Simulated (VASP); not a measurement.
## Os: single point with PBEsol

Os:

```xyz
2
Lattice="2.7341 0.0000 0.0000 -1.3670 2.3796 0.0000 0.0000 0.0000 4.3197" Properties=species:S:1:pos:R:3 pbc="T T T"
Os    0.0000    1.5864    1.0799
Os    1.3670    0.7932    3.2398
```

This cell differs from its parent crystal: strain +0.0050 x Voigt [0, 1, 0, 0, 0, 0].

```json
{
 "Program": "VASP 6.6.1",
 "Task": "single point",
 "Functional": "PBEsol",
 "Potentials or basis": "VASP PAW PBE potentials, release 64 (Os)",
 "Cutoff": "520 eV",
 "k mesh": "21 × 21 × 12",
 "Occupations": "gaussian, width 0.15 eV",
 "Spin": "no spin polarisation"
}
```

```json
{"Pressure": "-4.5 GPa", "Largest force": "0.012 eV/Å", "Band gap on the k mesh": "zero (bands 8 and 9 overlap by 3.88 eV)"}
```

Forces on the atoms (eV/Å):
```
Os   0.000  0.012  0.000
Os   0.000 -0.012  0.000
```

Stress tensor (GPa, compression positive):
```
-3.37  0.00  0.00
 0.00 -6.04  0.00
 0.00  0.00 -4.00
```

Levels at points of the mesh, in eV from the Fermi level:
```
           k point  band 4  band 5  band 6  band 7  band 8  band 9  band 10  band 11  band 12  band 13
(0.00, 0.00, 0.00)   -3.02   -2.79   -2.27   -2.17   -1.61   -1.58     0.01     1.65     1.68     9.00
(0.00, 0.00, 0.50)   -3.58   -3.32   -3.32   -3.22   -3.22    0.86     0.86     0.89     0.89    13.72
```

It took 5.3 min on 1 thread of Intel(R) Xeon(R) Platinum 8259CL CPU @ 2.50GHz (Skylake/Cascade Lake), on a shared host, peak memory 0.4 GiB.

Caveat: the cell differs from its parent crystal (strain +0.0050 x Voigt [0, 1, 0, 0, 0, 0]); the cell stands under tension; the PAW data sets were made with another functional, which shifts forces and pressure a little; spin-orbit coupling is left out, which moves the levels of the heavy elements.
